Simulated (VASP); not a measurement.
# KTaO3 (P4/mmm) in VASP: further runs, part 2 of 3

VASP 6.6.1. Earlier steps stand in the parts before.

## (3) Single point, PBEsol (volume 11.647 Å^3 an atom, c/a of the conventional cell 0.8864)

INCAR

```
  ALGO = Normal
  EDIFF = 1E-7
  ENCUT = 520
  GGA = PS
  ISIF = 2
  ISMEAR = 0
  LASPH = T
  LCHARG = F
  LREAL = F
  LWAVE = F
  NBANDS = 27
  NELM = 100
  PREC = Accurate
  SIGMA = 0.05
```

KPOINTS

```
k-points
0
Gamma
  8 8 8
```

POSCAR

```
KTaO3
1.0
    4.0350734462      0.0000000000      0.0000000000
    0.0000000000      4.0350734462      0.0000000000
    0.0000000000      0.0000000000      3.5766891028
K Ta O
1 1 3
Direct
    0.5000000000      0.5000000000      0.5000000000
    0.0000000000      0.0000000000      0.0000000000
    0.5000000000      0.0000000000      0.0000000000
    0.0000000000      0.5000000000      0.0000000000
    0.0000000000      0.0000000000      0.5000000000
```

Potentials or basis: VASP PAW PBE potentials, release 64 (K_sv, Ta_pv, O).

Run with:

```bash
> cat potpaw_PBE.64/K_sv/POTCAR potpaw_PBE.64/Ta_pv/POTCAR potpaw_PBE.64/O/POTCAR > POTCAR
> mpirun -np 1 vasp_std > vasp.out
```

OUTCAR:

```text
EDIFF = 1E-7
   ENCUT = 520
   GGA = PS
   ISIF = 2
   ISMEAR = 0
   LASPH = T
   LREAL = F
   NELM = 100
   PREC = Accurate

 ion  position               nearest neighbor table
   1  0.500  0.500  0.500-   3 2.70   4 2.70   3 2.70   4 2.70   3 2.70   3 2.70   4 2.70   4 2.70
                             5 2.85   5 2.85   5 2.85   5 2.85   2 3.37   2 3.37   2 3.37   2 3.37
   2  0.000  0.000  0.000-   5 1.79   5 1.79   3 2.02   4 2.02   4 2.02   3 2.02   1 3.37   1 3.37
                             1 3.37   1 3.37   1 3.37   1 3.37   1 3.37   1 3.37
[... 928 lines left out ...]
  -------------------------------------------------------------------------------------
  Total        1.3061370      1.3061370     28.9540527      0.0000000     -0.0000000      0.0000000
  in kB       35.9348008     35.9348008    796.5918589      0.0000000     -0.0000000      0.0000000
  external PRESSURE =     289.4871535 kB  Pullay stress =       0.0000000 kB

 VOLUME and BASIS-vectors are now :
 -----------------------------------------------------------------------------
  energy-cutoff  :      520.00
  volume of cell :       58.23
      direct lattice vectors                 reciprocal lattice vectors
     4.035073446  0.000000000  0.000000000     0.247826964  0.000000000  0.000000000
     0.000000000  4.035073446  0.000000000     0.000000000  0.247826964  0.000000000
     0.000000000  0.000000000  3.576689103     0.000000000  0.000000000  0.279588181

 POSITION                                       TOTAL-FORCE (eV/Angst)
 -----------------------------------------------------------------------------------
      2.01754      2.01754      1.78834         0.000000      0.000000      0.000000
      0.00000      0.00000      0.00000         0.000000      0.000000      0.000000
      2.01754      0.00000      0.00000         0.000000      0.000000      0.000000
      0.00000      2.01754      0.00000         0.000000      0.000000      0.000000
      0.00000      0.00000      1.78834         0.000000      0.000000      0.000000
 -----------------------------------------------------------------------------------
    total drift:                                0.000000     -0.000000      0.000000

  FREE ENERGIE OF THE ION-ELECTRON SYSTEM (eV)
  ---------------------------------------------------
  free  energy   TOTEN  =       -41.5395575691 eV

  energy  without entropy=      -41.5395575691  energy(sigma->0) =      -41.53955757
```

OSZICAR:

```text
N       E                     dE             d eps       ncg     rms          rms(c)
DAV:   1     0.327363261596E+03    0.32736E+03   -0.20945E+04  4050   0.143E+03
DAV:   2    -0.298497496931E+02   -0.35721E+03   -0.34693E+03  4755   0.414E+02
DAV:   3    -0.485344283773E+02   -0.18685E+02   -0.18599E+02  5657   0.921E+01
DAV:   4    -0.492206430016E+02   -0.68621E+00   -0.68491E+00  6715   0.111E+01
DAV:   5    -0.492236416553E+02   -0.29987E-02   -0.29983E-02  5360   0.794E-01    0.428E+01
DAV:   6    -0.417595175967E+02    0.74641E+01   -0.30164E+01  4835   0.393E+01    0.172E+01
DAV:   7    -0.416135784353E+02    0.14594E+00   -0.15414E+00  5204   0.808E+00    0.112E+01
DAV:   8    -0.415456150832E+02    0.67963E-01   -0.23743E-01  4982   0.395E+00    0.157E+00
DAV:   9    -0.415399106051E+02    0.57045E-02   -0.19668E-02  5345   0.997E-01    0.299E-01
DAV:  10    -0.415396652155E+02    0.24539E-03   -0.72206E-03  5311   0.584E-01    0.207E-01
DAV:  11    -0.415395456144E+02    0.11960E-03   -0.98064E-04  5156   0.212E-01    0.402E-02
DAV:  12    -0.415395562519E+02   -0.10637E-04   -0.56579E-05  5335   0.501E-02    0.328E-02
DAV:  13    -0.415395573755E+02   -0.11236E-05   -0.63563E-06  6071   0.172E-02    0.593E-03
DAV:  14    -0.415395576338E+02   -0.25827E-06   -0.10200E-06  5169   0.735E-03    0.218E-03
DAV:  15    -0.415395575691E+02    0.64637E-07   -0.14276E-07  3935   0.251E-03
   1 F= -.41539558E+02 E0= -.41539558E+02  d E =-.690703E-15
```

stdout:

```text
POSCAR found type information on POSCAR K TaO
 POSCAR found :  3 types and       5 ions
 scaLAPACK will be used
 -----------------------------------------------------------------------------
|                                                                             |
|                                                                             |
|     You enforced a specific xc type in the INCAR file but a different       |
|     I HOPE YOU KNOW WHAT YOU ARE DOING!                                     |
|                                                                             |
 -----------------------------------------------------------------------------

 LDA part: xc-table for (Slater+PW92), standard interpolation
 POSCAR, INCAR and KPOINTS ok, starting setup
 FFT: planning ... GRIDC
 FFT: planning ... GRID_SOFT
 FFT: planning ... GRID
 WAVECAR not read
 entering main loop
```

It took 2.3 min on 1 thread of Intel Xeon Platinum 8259CL at 2.50GHz (Skylake/Cascade Lake), shared host; peak memory 0.24 GiB.

What came out:

```yaml
Free_energy: -41.5396 eV
Pressure: 28.9 GPa
Band_gap_on_the_k_mesh: 2.01 eV, indirect (least direct gap 2.34 eV)
```

Caveat: the PAW data sets were made with another functional, which shifts forces and pressure a little; spin-orbit coupling is left out, which moves the levels of the heavy elements.

## (4) Single point, PBEsol (volume 11.647 Å^3 an atom, c/a of the conventional cell 1.1282)

INCAR

```
PREC     = Accurate       # precision mode
ENCUT    = 520            # plane-wave cutoff, eV
EDIFF    = 1E-6           # SCF threshold, eV
ISMEAR   = 0              # smearing method
SIGMA    = 0.05           # smearing width, eV
LREAL    = False          # projectors in reciprocal space
LASPH    = True           # aspherical terms in the spheres
NELM     = 80             # most SCF steps
ALGO     = Normal         # electronic algorithm
ISIF     = 2              # what is computed and relaxed
LWAVE    = False          # write WAVECAR
LCHARG   = False          # write CHGCAR
GGA      = PS             # functional
NBANDS   = 27             # bands
```

KPOINTS

```
regular mesh
0
Gamma
  8 8 8
```

Changes to POSCAR since step 3:

```diff
@@ -2,5 +2,5 @@
 1.0
-    4.0350734462      0.0000000000      0.0000000000
-    0.0000000000      4.0350734462      0.0000000000
-    0.0000000000      0.0000000000      3.5766891028
+    3.7233397040      0.0000000000      0.0000000000
+    0.0000000000      3.7233397040      0.0000000000
+    0.0000000000      0.0000000000      4.2006718540
 K Ta O
```

Run with:

```bash
> cat potpaw_PBE.64/K_sv/POTCAR potpaw_PBE.64/Ta_pv/POTCAR potpaw_PBE.64/O/POTCAR > POTCAR
> mpirun -np 1 vasp_std > vasp.out
```

Wall time 98 s (1 thread of Intel Xeon Platinum 8259CL at 2.50GHz (Skylake/Cascade Lake), shared host); peak memory 0.24 GiB.

Results (log left out):

```yaml
Free_energy: -41.7212 eV
Pressure: 28.4 GPa
Band_gap_on_the_k_mesh: 2.07 eV, indirect (least direct gap 2.46 eV)
```

Stress tensor (GPa, compression positive):
```
47.51  0.00  0.00
 0.00 47.51  0.00
 0.00  0.00 -9.76
```

Levels at points of the mesh, in eV from the valence-band top:
| k point | band 16 | band 17 | band 18 | band 19 | band 20 | band 21 | band 22 | band 23 |
| --- | --- | --- | --- | --- | --- | --- | --- | --- |
| (0.00, 0.00, 0.00) | -1.09 | -0.74 | -0.39 | -0.39 | 2.07 | 2.07 | 2.24 | 5.56 |
| (0.50, 0.00, 0.00) | -1.87 | -1.56 | -0.95 | -0.69 | 2.34 | 6.06 | 6.06 | 6.23 |
| (0.50, 0.50, 0.00) | -1.56 | -0.84 | -0.84 | -0.23 | 6.11 | 6.11 | 6.63 | 7.83 |
| (0.00, 0.00, 0.50) | -1.69 | -1.69 | -0.93 | -0.93 | 2.34 | 4.40 | 4.40 | 8.74 |
| (0.50, 0.00, 0.50) | -2.19 | -2.12 | -1.41 | -0.24 | 4.48 | 6.07 | 6.78 | 9.53 |
| (0.50, 0.50, 0.50) | -4.17 | -0.22 | 0.00 | 0.00 | 7.00 | 7.00 | 7.99 | 8.49 |

Caveat: the PAW data sets were made with another functional, which shifts forces and pressure a little; spin-orbit coupling is left out, which moves the levels of the heavy elements.

## (5) Single point, PBEsol (volume 11.647 Å^3 an atom, c/a of the conventional cell 0.9228)

INCAR

```
PREC = Accurate ; ENCUT = 520
EDIFF = 1E-6 ; ISMEAR = 0
SIGMA = 0.05 ; LREAL = False
LASPH = True ; NELM = 80
ALGO = Normal ; ISIF = 2
LWAVE = False ; LCHARG = False
GGA = PS ; NBANDS = 27
```

KPOINTS

```
Automatic mesh
0
Gamma
  8 8 8
```

Changes to POSCAR since step 4:

```diff
@@ -2,5 +2,5 @@
 1.0
-    3.7233397040      0.0000000000      0.0000000000
-    0.0000000000      3.7233397040      0.0000000000
-    0.0000000000      0.0000000000      4.2006718540
+    3.9813054462      0.0000000000      0.0000000000
+    0.0000000000      3.9813054462      0.0000000000
+    0.0000000000      0.0000000000      3.6739486658
 K Ta O
```

Potentials or basis: VASP PAW PBE potentials, release 64 (K_sv, Ta_pv, O).

Run with:

```bash
> cat potpaw_PBE.64/K_sv/POTCAR potpaw_PBE.64/Ta_pv/POTCAR potpaw_PBE.64/O/POTCAR > POTCAR
> mpirun -np 1 vasp_std > vasp.out
```

OUTCAR:

```text
PREC = Accurate
   ENCUT = 520
   EDIFF = 1E-6
   ISMEAR = 0
   LREAL = False
   LASPH = True
   NELM = 80
   ISIF = 2
   GGA = PS

 ion  position               nearest neighbor table
   1  0.500  0.500  0.500-   3 2.71   4 2.71   3 2.71   4 2.71   3 2.71   3 2.71   4 2.71   4 2.71
                             5 2.82   5 2.82   5 2.82   5 2.82   2 3.36   2 3.36   2 3.36   2 3.36
   2  0.000  0.000  0.000-   5 1.84   5 1.84   3 1.99   4 1.99   4 1.99   3 1.99   1 3.36   1 3.36
                             1 3.36   1 3.36   1 3.36   1 3.36   1 3.36   1 3.36
   3  0.500  0.000  0.000-   2 1.99   2 1.99   1 2.71   1 2.71   1 2.71   1 2.71
   4  0.000  0.500  0.000-   2 1.99   2 1.99   1 2.71   1 2.71   1 2.71   1 2.71
   5  0.000  0.000  0.500-   2 1.84   2 1.84   1 2.82   1 2.82   1 2.82   1 2.82

  LATTYP: Found a simple tetragonal cell.
 ALAT       =     3.9813054462
 C/A-ratio  =     0.9228000000

  Lattice vectors:

 A1 = (   3.9813054462,   0.0000000000,   0.0000000000)
 A2 = (   0.0000000000,   3.9813054462,   0.0000000000)
 A3 = (   0.0000000000,   0.0000000000,   3.6739486658)

Analysis of symmetry for initial positions (statically):
=====================================================================
 Subroutine PRICEL returns:
[... 177 lines left out ...]

 E-fermi :   2.5540     XC(G=0): -11.5949

 val. band max:        2.3149420783   @ k =   0.5000   0.5000   0.5000
 cond. band min:       4.4117202859   @ k =   0.0000   0.0000   0.0000
 fundamental gap:      2.0967782076
 Fermi energy:         2.5539667727

 k-point     1 :       0.0000    0.0000    0.0000
  band No.  band energies     occupation
      1     -31.6151      2.00000
      2     -31.3546      2.00000
      3     -31.3546      2.00000
      4     -24.7764      2.00000
      5     -16.0241      2.00000
      6     -14.7682      2.00000
[... 709 lines left out ...]
     26      12.8801      0.00000
     27      13.4226      0.00000

 [... further k-points ...]
[... 5 lines left out ...]
  --------------------------------------------------------------------------------------
  -------------------------------------------------------------------------------------
  Total        3.2432554      3.2432554     20.5405039      0.0000000      0.0000000      0.0000000
  in kB       89.2293338     89.2293338    565.1159892      0.0000000      0.0000000      0.0000000
  external PRESSURE =     247.8582189 kB  Pullay stress =       0.0000000 kB

 VOLUME and BASIS-vectors are now :
 -----------------------------------------------------------------------------
  energy-cutoff  :      520.00
  volume of cell :       58.23
      direct lattice vectors                 reciprocal lattice vectors
     3.981305446  0.000000000  0.000000000     0.251173896  0.000000000  0.000000000
     0.000000000  3.981305446  0.000000000     0.000000000  0.251173896  0.000000000
     0.000000000  0.000000000  3.673948666     0.000000000  0.000000000  0.272186710

 POSITION                                       TOTAL-FORCE (eV/Angst)
 -----------------------------------------------------------------------------------
      1.99065      1.99065      1.83697         0.000000      0.000000      0.000000
      0.00000      0.00000      0.00000         0.000000      0.000000      0.000000
      1.99065      0.00000      0.00000         0.000000      0.000000      0.000000
      0.00000      1.99065      0.00000         0.000000      0.000000      0.000000
      0.00000      0.00000      1.83697         0.000000      0.000000      0.000000
 -----------------------------------------------------------------------------------
    total drift:                                0.000000     -0.000000      0.000000

  FREE ENERGIE OF THE ION-ELECTRON SYSTEM (eV)
  ---------------------------------------------------
  free  energy   TOTEN  =       -42.1396968173 eV

  energy  without entropy=      -42.1396968173  energy(sigma->0) =      -42.13969682
```

OSZICAR:

```text
N       E                     dE             d eps       ncg     rms          rms(c)
DAV:   1     0.325346498956E+03    0.32535E+03   -0.21066E+04  4050   0.143E+03
DAV:   2    -0.308455409869E+02   -0.35619E+03   -0.34510E+03  4781   0.413E+02
DAV:   3    -0.491098068806E+02   -0.18264E+02   -0.18178E+02  5595   0.910E+01
DAV:   4    -0.497583323248E+02   -0.64853E+00   -0.64732E+00  6753   0.107E+01
DAV:   5    -0.497618573761E+02   -0.35251E-02   -0.35248E-02  5315   0.820E-01    0.414E+01
DAV:   6    -0.423506925696E+02    0.74112E+01   -0.30114E+01  4869   0.391E+01    0.167E+01
DAV:   7    -0.422108860570E+02    0.13981E+00   -0.14471E+00  5242   0.792E+00    0.110E+01
DAV:   8    -0.421480083492E+02    0.62878E-01   -0.24535E-01  4799   0.407E+00    0.208E+00
DAV:   9    -0.421401060367E+02    0.79023E-02   -0.23210E-02  5307   0.109E+00    0.257E-01
DAV:  10    -0.421397323150E+02    0.37372E-03   -0.65252E-03  5323   0.559E-01    0.168E-01
DAV:  11    -0.421396827829E+02    0.49532E-04   -0.64798E-04  5298   0.175E-01    0.396E-02
DAV:  12    -0.421396933761E+02   -0.10593E-04   -0.43007E-05  5316   0.440E-02    0.280E-02
DAV:  13    -0.421396967184E+02   -0.33424E-05   -0.75019E-06  5707   0.188E-02    0.653E-03
DAV:  14    -0.421396968173E+02   -0.98850E-07   -0.10231E-06  3575   0.760E-03
   1 F= -.42139697E+02 E0= -.42139697E+02  d E =-.760355E-14
```

Wall time 1.8 min (1 thread of Intel Xeon Platinum 8259CL at 2.50GHz (Skylake/Cascade Lake), shared host); peak memory 0.25 GiB.

Results:

```yaml
Free_energy: -42.1397 eV
Pressure: 24.8 GPa
Band_gap_on_the_k_mesh: 2.10 eV, indirect (least direct gap 2.54 eV)
```

Stress tensor (GPa, compression positive):
```
 8.92  0.00  0.00
 0.00  8.92  0.00
 0.00  0.00 56.51
```

Caveat: the PAW data sets were made with another functional, which shifts forces and pressure a little; spin-orbit coupling is left out, which moves the levels of the heavy elements.

(Continued in part 3 of 3.)
